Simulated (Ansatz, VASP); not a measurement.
CO2 in VASP and in Ansatz

```
C O
1.0
     4.33500    0.00000    0.00000
     0.00000    4.33500    0.00000
     0.00000    0.00000    6.10200
C O
4 8
Direct
  0.49979 0.49979 0.00000
  0.00021 0.99979 0.25000
  0.50021 0.50021 0.50000
  0.99979 0.00021 0.75000
  0.18914 0.18895 0.25008
  0.31105 0.68914 0.50008
  0.81086 0.81105 0.75008
  0.68895 0.31086 0.00008
  0.68914 0.31105 0.49992
  0.81105 0.81086 0.24992
  0.31086 0.68895 0.99992
  0.18895 0.18914 0.74992
```

Alike in both runs: functional PBE; k mesh 5 × 5 × 4; occupations fermi-dirac, width 0.02 eV; no spin polarisation.

Ansatz relaxed the structure, and its values are those at the end. VASP's run is a single point on that final structure, the one shown.

|  | VASP | Ansatz |
| --- | --- | --- |
| version | VASP 6.6.1 | Ansatz 0.2.0 |
| potentials or method | VASP PAW PBE potentials, release 64 (C, O) | plane-wave PAW, scalar-relativistic |
| plane-wave cutoff (eV) | 520 | 420 |
| valence electrons in the cell | 64 | 64 |

Ansatz gave:

```
gap on the k mesh at the Fermi level (eV) : 6.53
pressure (GPa)                            : 19.3
rms of the force components (eV/Å)        : 0.008
```

Q: Which values does VASP return?

A: gap on the k mesh at the Fermi level (eV): 6.52; pressure (GPa): 21.6; rms of the force components (eV/Å): 0.329.

The functional is the same, so the differences come from potentials, cutoffs and numerics. Ansatz's warnings: stress scf threshold loose.

Noted on VASP's run: the standard files for N, O and F lose accuracy on very short bonds.
